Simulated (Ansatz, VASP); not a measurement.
# Zn12H in VASP and in Ansatz

```xyz
13
Lattice="5.3200 0.0000 0.0000 -3.9900 6.9109 0.0000 0.0000 0.0000 4.9370" Properties=species:S:1:pos:R:3 pbc="T T T"
Zn   -0.0113   -0.1364   -0.2013
Zn   -0.0153    1.5310    2.6136
Zn   -1.3262    2.1891    0.0197
Zn   -1.3515    3.7285    2.3090
Zn   -2.6583    4.4711   -0.0511
Zn   -2.5880    5.9970    2.5969
Zn    2.6632   -0.1218    0.0359
Zn    2.6616    1.4335    2.4198
Zn    1.3489    2.1852   -0.0396
Zn    1.3330    3.7370    2.2877
Zn   -0.0087    4.4654   -0.0688
Zn   -0.0550    5.9893    2.5511
H     1.3591    6.8038    1.5872
```

Alike in both runs: functional PBE; k mesh 3 × 2 × 3; occupations fermi-dirac, width 0.05 eV; no spin polarisation.

Ansatz relaxed the structure, and its values are those at the end. VASP's run is a single point on that final structure, the one shown.

|  | VASP | Ansatz |
| --- | --- | --- |
| version | VASP 6.6.1 | Ansatz 0.2.0 |
| potentials or method | VASP PAW PBE potentials, release 64 (Zn, H), cutoff 520 eV | scalar-relativistic, plane waves, PAW |
| valence electrons in the cell | 145 | 145 |

```csv
,VASP,Ansatz,Ansatz less VASP
rms of the force components (eV/Å),0.008,0.008,0.0000
```

The k mesh is coarse, so the values compare programs but aren't converged.
